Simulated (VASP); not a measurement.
# Be3TeSe2 (Imm2) in VASP: further runs

Be3TeSe2 is run at these levels: PBE; tasks: single point, relaxation of cell and atoms.

All numbers are computed with VASP 6.6.1; they aren't measurements. Logs are shortened: lines on timing, memory, paths and dates and some standing lists are left out, and cuts for length are marked.

### 1 The cell of the first run

Symmetry: Imm2, No. 44, orthorhombic system. Conventional cell: a = 3.800 Å, b = 11.325 Å, c = 5.316 Å, α = 90.00°, β = 90.00°, γ = 90.00°. Be (site symmetry m) has 3 Se at 2.24 to 2.28 Å and 1 Te at 2.44 Å within 3.0 Å. Be (site symmetry mm2) has 2 Se at 2.25 Å and 2 Te at 2.40 Å within 3.0 Å. Within 3.2 Å of Te (site symmetry mm2) lie 4 Be at 2.40 to 2.44 Å. Se (site symmetry m) has 4 Be at 2.24 to 2.28 Å within 3.0 Å.

### 2 Single point, PBE

Contents of INCAR:

```
PREC     = Accurate       # precision mode
ENCUT    = 520            # plane-wave cutoff, eV
EDIFF    = 1E-6           # SCF threshold, eV
ISMEAR   = 0              # smearing method
SIGMA    = 0.15           # smearing width, eV
LREAL    = False          # projectors in reciprocal space
LASPH    = True           # aspherical terms in the spheres
NELM     = 80             # most SCF steps
ALGO     = Normal         # electronic algorithm
ISIF     = 2              # what is computed and relaxed
LWAVE    = False          # write WAVECAR
LCHARG   = True           # write CHGCAR
GGA      = PE             # functional
LELF     = True           # ELF
LVHAR    = True         
NBANDS   = 21             # bands
```

Contents of KPOINTS:

```
Automatic mesh
0
Gamma
  4 4 4
```

Contents of POSCAR:

```
Be3TeSe2
1.0
   -1.8998311998      5.6622996358      2.6578653624
    1.8998311998     -5.6622996358      2.6578653624
    1.8998311998      5.6622996358     -2.6578653624
Be Te Se
3 1 2
Direct
    0.4396679037      0.2632873887      0.1763805151
    0.0869068736      0.2632873887      0.8236194849
    0.7236654933      0.2236654933      0.5000000000
   -0.0000783409     -0.0000783409      0.0000000000
    0.3310685461     -0.0000809649      0.3311495110
    0.6687695241     -0.0000809649      0.6688504890
```

Potentials or basis: VASP PAW PBE potentials, release 64 (Be, Te, Se).

On the command line:

```bash
> cat potpaw_PBE.64/Be/POTCAR potpaw_PBE.64/Te/POTCAR potpaw_PBE.64/Se/POTCAR > POTCAR
> mpirun -np 1 vasp_std > vasp.out
```

OUTCAR:

```text
PREC = Accurate
   ENCUT = 520
   EDIFF = 1E-6
   ISMEAR = 0
   LREAL = False
   LASPH = True
   NELM = 80
   ISIF = 2
   GGA = PE

 ion  position               nearest neighbor table
   1  0.440  0.263  0.176-   5 2.24   6 2.28   6 2.28   4 2.44
   2  0.087  0.263  0.824-   6 2.24   5 2.28   5 2.28   4 2.44
   3  0.724  0.224  0.500-   5 2.25   6 2.25   4 2.40   4 2.40
   4  1.000  1.000  0.000-   3 2.40   3 2.40   1 2.44   2 2.44
   5  0.331  1.000  0.331-   1 2.24   3 2.25   2 2.28   2 2.28
   6  0.669  1.000  0.669-   2 2.24   3 2.25   1 2.28   1 2.28

  LATTYP: Found a body centered orthorhombic cell.
 ALAT       =     3.7996623996
 B/A-ratio  =     1.3990007968
 C/A-ratio  =     2.9804224904

  Lattice vectors:

 A1 = (   1.8998311998,  -5.6622996358,  -2.6578653624)
 A2 = (  -1.8998311998,  -5.6622996358,   2.6578653624)
 A3 = (  -1.8998311998,   5.6622996358,  -2.6578653624)

Analysis of symmetry for initial positions (statically):
=====================================================================
 Subroutine PRICEL returns:
 Original cell was already a primitive cell.

 Routine SETGRP: Setting up the symmetry group for a
 body centered orthorhombic supercell.

 Subroutine GETGRP returns: Found  4 space group operations
 (whereof  4 operations were pure point group operations)
 out of a pool of  8 trial point group operations.

The static configuration has the point symmetry C_2v.

Analysis of symmetry for dynamics (positions and initial velocities):
=====================================================================
 Subroutine PRICEL returns:
 Original cell was already a primitive cell.

 Routine SETGRP: Setting up the symmetry group for a
 body centered orthorhombic supercell.

 Subroutine GETGRP returns: Found  4 space group operations
 (whereof  4 operations were pure point group operations)
 out of a pool of  8 trial point group operations.

The dynamic configuration has the point symmetry C_2v.

 Subroutine INISYM returns: Found  4 space group operations
 (whereof  4 operations are pure point group operations),
 and found     1 'primitive' translations

----------------------------------------------------------------------------------------

                                     Primitive cell

  volume of cell :     114.3670

  direct lattice vectors                    reciprocal lattice vectors
[... 90 lines left out ...]
   EDIFFG = 0.1E-04   stopping-criterion for IOM
   NSW    =      0    number of steps for IOM
   IBRION =     -1    ionic relax: 0-MD 1-quasi-New 2-CG
   NFREE  =      0    steps in history (QN), initial steepest desc. (CG)
   ISIF   =      2    stress and relaxation
   ISYM   =      2    0-nonsym 1-usesym 2-fastsym
   POTIM  = 0.5000    time-step for ionic-motion
   TEBEG  =    0.0;   TEEND  =   0.0 temperature during run
   PSTRESS=    0.0 pullay stress
   NELECT =      24.0000    total number of electrons
   NUPDOWN=      -1.0000    fix difference up-down
   EMIN   =  10.00;   EMAX   =-10.00  energy-range for DOS
   EFERMI =   0.00;   METHOD = LEGACY
   ISMEAR =     0;   SIGMA  =   0.15  broadening in eV -4-tet -1-fermi 0-gaus
   EFERMI_NEDOS =   21; number of points for ismear=-14 and -15
   IALGO  =     38    algorithm
   IMIX   =      4    mixing-type and parameters
     AMIX     =   0.40;   BMIX     =  1.00
     AMIX_MAG =   1.60;   BMIX_MAG =  1.00
  volume/ion in A,a.u.               =      19.06       128.63
  Fermi-wavevector in a.u.,A,eV,Ry     =   0.972848  1.838416 12.877005  0.946433
  Thomas-Fermi vector in A             =   2.103180
   LORBIT       =      0    0 simple, 1 ext, 2 COOP (PROOUT), +10 PAW based schemes
   GGA     = PE    functional components
   LHFCALC =     F    Hartree Fock is set to
   AEXX    =    0.0000 exact exchange contribution
   IVDW    =     0    specifies the selected vdW correction
   LEPSILON=     F    determine dielectric tensor
   LRPA    =     F    only Hartree local field effects (RPA)
 non-spin polarized calculation
 Gauss-broadening in eV      SIGMA  =   0.15
  energy-cutoff  :      520.00
  volume of cell :      114.37
 maximum number of plane-waves:      3100
 NGX is ok and might be reduce to    50
   NGX = 25   NGY = 25   NGZ = 25

 number of electron      24.0000000 magnetization

 Free energy of the ion-electron system (eV)
  ---------------------------------------------------
  ext. energy  EPLUGINS =         0.00000000
  ---------------------------------------------------
  free energy    TOTEN  =       -25.14813636 eV

  energy without entropy =      -25.14813636  energy(sigma->0) =      -25.14813636

 E-fermi :   4.7915     XC(G=0):  -9.2331

 val. band max:        4.1285075918   @ k =   0.0000   0.0000   0.0000
 cond. band min:       6.1980179593   @ k =   0.5000   0.5000   0.5000
 fundamental gap:      2.0695103675
 Fermi energy:         4.7915138726

 k-point     1 :       0.0000    0.0000    0.0000
  band No.  band energies     occupation
      1      -9.5835      2.00000
      2      -8.4253      2.00000
      3      -6.5937      2.00000
      4      -0.6964      2.00000
      5      -0.6735      2.00000
      6      -0.1332      2.00000
[... 421 lines left out ...]
     20       9.9577      0.00000
     21      10.8712      0.00000

------------------------ aborting loop because EDIFF is reached ----------------------------------------

  FORCE on cell =-STRESS in cart. coord.  units (eV):
  Direction    XX          YY          ZZ          XY          YZ          ZX
  --------------------------------------------------------------------------------------
  -------------------------------------------------------------------------------------
  Total        0.1113283      0.2190872      0.1842454      0.0000000      0.0000000      0.0000000
  in kB        1.5596075      3.0692110      2.5811093      0.0000000      0.0000000      0.0000000
  external PRESSURE =       2.4033093 kB  Pullay stress =       0.0000000 kB

 VOLUME and BASIS-vectors are now :
 -----------------------------------------------------------------------------
  energy-cutoff  :      520.00
  volume of cell :      114.37
      direct lattice vectors                 reciprocal lattice vectors
    -1.899831200  5.662299636  2.657865362     0.000000000  0.088303345  0.188120891
     1.899831200 -5.662299636  2.657865362     0.263181276  0.000000000  0.188120891
     1.899831200  5.662299636 -2.657865362     0.263181276  0.088303345  0.000000000

 POSITION                                       TOTAL-FORCE (eV/Angst)
 -----------------------------------------------------------------------------------
      0.00000      1.99744      1.39956        -0.000000     -0.006210      0.012734
      1.89983      3.66486     -1.25830         0.000000      0.006210      0.012734
      0.00000      5.66230      1.18895         0.000000      0.000000     -0.013186
      0.00000      0.00000      5.31531         0.000000     -0.000000      0.003332
      1.89983     -1.91216      2.65743        -0.000000      0.009084     -0.007807
      1.89983      1.91216      2.65743        -0.000000     -0.009084     -0.007807
 -----------------------------------------------------------------------------------
    total drift:                                0.000001      0.000001     -0.000019

  FREE ENERGIE OF THE ION-ELECTRON SYSTEM (eV)
  ---------------------------------------------------
  free  energy   TOTEN  =       -25.1481363649 eV

  energy  without entropy=      -25.1481363649  energy(sigma->0) =      -25.14813636
```

OSZICAR:

```text
N       E                     dE             d eps       ncg     rms          rms(c)
DAV:   1     0.831942729494E+02    0.83194E+02   -0.93813E+03   756   0.940E+02
DAV:   2    -0.186909720366E+02   -0.10189E+03   -0.97218E+02   975   0.159E+02
DAV:   3    -0.254071507285E+02   -0.67162E+01   -0.66827E+01   966   0.439E+01
DAV:   4    -0.254889144444E+02   -0.81764E-01   -0.81702E-01  1065   0.558E+00
DAV:   5    -0.254897044868E+02   -0.79004E-03   -0.78999E-03  1004   0.552E-01    0.621E+00
DAV:   6    -0.252327618399E+02    0.25694E+00   -0.16900E-01   911   0.193E+00    0.390E+00
DAV:   7    -0.251458041818E+02    0.86958E-01   -0.27503E-01   927   0.243E+00    0.487E-01
DAV:   8    -0.251471545218E+02   -0.13503E-02   -0.11314E-02   937   0.589E-01    0.235E-01
DAV:   9    -0.251478814404E+02   -0.72692E-03   -0.22029E-03  1012   0.227E-01    0.494E-02
DAV:  10    -0.251480620277E+02   -0.18059E-03   -0.13059E-04   950   0.634E-02    0.369E-02
DAV:  11    -0.251481213062E+02   -0.59279E-04   -0.44719E-05   919   0.351E-02    0.174E-02
DAV:  12    -0.251481358682E+02   -0.14562E-04   -0.20622E-05   934   0.227E-02    0.565E-03
DAV:  13    -0.251481363649E+02   -0.49674E-06   -0.12411E-06   913   0.612E-03
   1 F= -.25148136E+02 E0= -.25148136E+02  d E =-.606122E-11
```

stdout:

```text
POSCAR found type information on POSCAR BeTeSe
 POSCAR found :  3 types and       6 ions
 scaLAPACK will be used
 LDA part: xc-table for (Slater+PW92), standard interpolation
 POSCAR, INCAR and KPOINTS ok, starting setup
 FFT: planning ... GRIDC
 FFT: planning ... GRID_SOFT
 FFT: planning ... GRID
 WAVECAR not read
 entering main loop
```

It took 50 s on 1 thread of AMD EPYC 9R45 (Zen 5), shared host; peak memory 0.33 GiB.

Results:

```yaml
Free_energy: -25.1481 eV
Pressure: 0.2 GPa
Largest_force: 0.014 eV/Å
Band_gap_on_the_k_mesh: 2.07 eV, indirect (least direct gap 2.14 eV)
```

Forces in eV/Å, atoms in the order of the input:
```
Be   0.000 -0.006  0.013
Be   0.000  0.006  0.013
Be   0.000  0.000 -0.013
Te   0.000  0.000  0.003
Se   0.000  0.009 -0.008
Se   0.000 -0.009 -0.008
```

Stress tensor (GPa, compression positive):
```
0.16 0.00 0.00
0.00 0.31 0.00
0.00 0.00 0.26
```

Caveat: the k points lie up to 0.51 Å⁻¹ apart; spin-orbit coupling is left out, which moves the levels of the heavy elements. A hybrid or GW would open this gap; PBE tends to underestimate it.

### 3 Relaxation of cell and atoms, PBE

This run uses another cell than the first one, of 17.90 Å³/atom, 0.939 times its volume.

Contents of INCAR:

```
  PREC = Accurate
  ENCUT = 600
  EDIFF = 1E-7
  ISMEAR = 0
  SIGMA = 0.15
  LREAL = F
  LASPH = T
  NELM = 60
  ALGO = Normal
  ISIF = 3
  LWAVE = F
  LCHARG = F
  GGA = PE
  IBRION = 2
  NSW = 36
  EDIFFG = -0.08
```

KPOINTS is that of step 2.

Contents of POSCAR:

```
Be3TeSe2
1.0
   -1.8500000000      5.5500000000      2.6150000000
    1.8500000000     -5.5500000000      2.6150000000
    1.8500000000      5.5500000000     -2.6150000000
Be Te Se
3 1 2
Direct
    0.4166700000      0.2500000000      0.1666700000
    0.0833300000      0.2500000000      0.8333300000
    0.7500000000      0.2500000000      0.5000000000
    0.0000000000      0.0000000000      0.0000000000
    0.3333300000      0.0000000000      0.3333300000
    0.6666700000      0.0000000000      0.6666700000
```

Potentials or basis: VASP PAW PBE potentials, release 64 (Be, Te, Se).

On the command line:

```bash
> cat potpaw_PBE.64/Be/POTCAR potpaw_PBE.64/Te/POTCAR potpaw_PBE.64/Se/POTCAR > POTCAR
> mpirun -np 1 vasp_std > vasp.out
```

Wall time 4.3 min (1 thread of AMD EPYC 9R45 (Zen 5), shared host); peak memory 0.42 GiB.

Results (log left out):

| Item | Value |
| --- | --- |
| Free energy | -25.1482 eV |
| Relaxed volume | 19.14 Å³/atom |
| Relaxed cell | a = 6.547 Å, b = 6.547 Å, c = 6.547 Å, α = 146.24°, β = 59.97°, γ = 132.00° |
| Space group after relaxing (to 0.05 Å) | Imm2 (No. 44) |
| Energy gained by relaxing | 64.8 meV/atom |
| Ionic steps | 7 |
| Pressure after relaxing | 0.0 GPa |
| Largest force after relaxing | 0.032 eV/Å |
| Band gap on the k mesh | 2.08 eV, indirect (least direct gap 2.15 eV) |

Forces on the atoms (eV/Å):
```
Be   0.000  0.004 -0.009
Be   0.000 -0.004 -0.009
Be   0.000  0.000  0.003
Te   0.000  0.000  0.026
Se   0.000 -0.032 -0.006
Se   0.000  0.032 -0.006
```

Step by step:
```tsv
step	energy change (eV)	largest force (eV/Å)	pressure (GPa)	volume (Å³)
1	0.0000	1.4994	6.15	107.40
2	-0.3188	0.5309	-1.76	118.43
3	-0.3194	0.5685	-1.46	117.89
4	-0.3697	0.2905	-0.58	115.99
5	-0.3865	0.1006	0.44	114.07
6	-0.3866	0.1003	0.40	114.14
7	-0.3890	0.0322	-0.04	114.83
```

Final structure:
```
Be Te Se
1.0
    -1.90085    5.67101    2.66308
     1.90085   -5.67101    2.66308
     1.90085    5.67101   -2.66308
Be Te Se
3 1 2
Cartesian
  0.0000 1.9984 1.4038
  1.9008 3.6726 -1.2592
  0.0000 5.6710 1.1892
  0.0000 0.0000 5.3227
  0.0000 3.7590 0.0006
  0.0000 7.5830 0.0006
```

Levels at points of the mesh, in eV from the valence-band top:
```csv
k point,band 9,band 10,band 11,band 12,band 13,band 14,band 15,band 16
"(0.00, 0.00, 0.00)",-1.98,-0.25,-0.25,0.00,3.18,3.25,4.16,4.25
"(0.50, 0.00, 0.00)",-2.02,-1.43,-1.25,-0.65,3.30,3.51,4.02,5.16
"(0.00, 0.50, 0.00)",-2.80,-2.35,-1.26,-1.24,3.50,4.73,5.13,5.29
"(0.50, 0.50, 0.00)",-2.81,-2.67,-2.39,-1.72,2.17,3.39,4.25,4.62
"(0.50, 0.50, 0.50)",-2.30,-1.77,-1.29,-0.07,2.08,3.33,4.09,4.93
```

Caveat: the k points lie up to 0.51 Å⁻¹ apart in the final cell; spin-orbit coupling is left out, which moves the levels of the heavy elements; the relaxation stopped at a loose force limit of 0.08 eV/Å, so its end isn't a converged minimum. Expect the measured gap to be larger: semilocal functionals such as PBE lack the derivative discontinuity.
